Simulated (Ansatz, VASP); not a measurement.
# B in VASP and in Ansatz

```
B
1.0
     2.89111    0.00000    0.00000
    -1.44555    2.50377    0.00000
     0.00000    0.00000    5.31600
B
6
Direct
  0.00000 0.00000 0.00000
  0.33333 0.66667 0.15966
  0.66667 0.33333 0.34421
  0.33333 0.66667 0.50000
  0.66667 0.33333 0.65579
  0.33333 0.66667 0.84034
```

Alike in both runs: task relaxation of cell and atoms; functional PBE; k mesh 12 × 12 × 8; occupations gaussian, width 0.1 eV; no spin polarisation.

|  | VASP | Ansatz |
| --- | --- | --- |
| version | VASP 6.6.1 | Ansatz 0.2.0 |
| potentials or method | VASP PAW PBE potentials, release 64 (B), cutoff 600 eV | scalar-relativistic, plane waves, PAW |
| valence electrons in the cell | 18 | 18 |

Ansatz gave:

- gap on the k mesh at the Fermi level, each at its own relaxed structure (eV): none
- relaxed volume (Å³/atom): 6.41
- relaxed length of the cell vector where the two differ most in proportion (Å): 2.885

Question: What did VASP give for the same quantities?

Answer: gap on the k mesh at the Fermi level, each at its own relaxed structure (eV): none; relaxed volume (Å³/atom): 6.41; relaxed length of the cell vector where the two differ most in proportion (Å): 2.884.

A gap of «none» marks a metal or a gap that the smearing closes.
